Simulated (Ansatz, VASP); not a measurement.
# Two plane-wave programs on Mo

File INCAR:

```
PREC     = Accurate       # precision mode
ENCUT    = 520            # plane-wave cutoff, eV
EDIFF    = 1E-6           # SCF threshold, eV
ISMEAR   = 0              # smearing method
SIGMA    = 0.15           # smearing width, eV
LREAL    = False          # projectors in reciprocal space
LASPH    = True           # aspherical terms in the spheres
NELM     = 80             # most SCF steps
ALGO     = Fast           # electronic algorithm
ISIF     = 2              # what is computed and relaxed
LWAVE    = False          # write WAVECAR
LCHARG   = False          # write CHGCAR
GGA      = PS             # functional
NBANDS   = 13             # bands
```

The input KPOINTS:

```
Automatic mesh
0
Gamma
  22 22 22
```

The input POSCAR:

```
Mo
1.0
   -1.5710000000      1.5710000000      1.5317250000
    1.5710000000     -1.5710000000      1.5317250000
    1.5710000000      1.5710000000     -1.5317250000
Mo
1
Direct
    0.0000000000      0.0000000000      0.0000000000
```

Input for Ansatz:

```yaml
crystal:
  lattice:
    - [-1.571, 1.571, 1.531725]
    - [1.571, -1.571, 1.531725]
    - [1.571, 1.571, -1.531725]
  atoms:
    - { symbol: Mo, position: [0.0, 0.0, 0.0] }
basis:
  ecutwfc: 420
kpoints:
  mp_grid: { grid: [22, 22, 22] }
hamiltonian:
  xc: pbesol
scf:
  occupations: { method: gaussian, width: 0.15 }
output:
  forces: true
  stress: true
  eigenvalues: true
  write_density: true
  write_potential: true
  elf: true
  volumetric_format: npy
```

Change from the starting cell: strain -0.0250 x Voigt [0, 0, 1, 0, 0, 0], atoms carried along.

Alike in both runs: task single point; functional PBEsol; k mesh 22 × 22 × 22; occupations gaussian, width 0.15 eV; no spin polarisation.

```csv
,VASP,Ansatz
version,VASP 6.6.1,Ansatz 0.2.0
potentials or method,"VASP PAW PBE potentials, release 64 (Mo_sv), cutoff 520 eV","scalar-relativistic, plane waves, PAW"
valence electrons in the cell,14,14
```

|  | VASP | Ansatz | Ansatz less VASP |
| --- | --- | --- | --- |
| gap on the k mesh at the Fermi level (eV) | none | none | - |
| pressure (GPa) | 4.5 | 3.9 | -0.61 |
| traceless stress, the component that is largest in VASP (GPa) | 5.60 | 5.60 | 0.000 |

VASP's potentials were made for PBE, not for PBEsol. A gap of «none» marks a metal or a gap that the smearing closes. With one functional, cell and mesh, what is left measures potentials, basis and numerics.
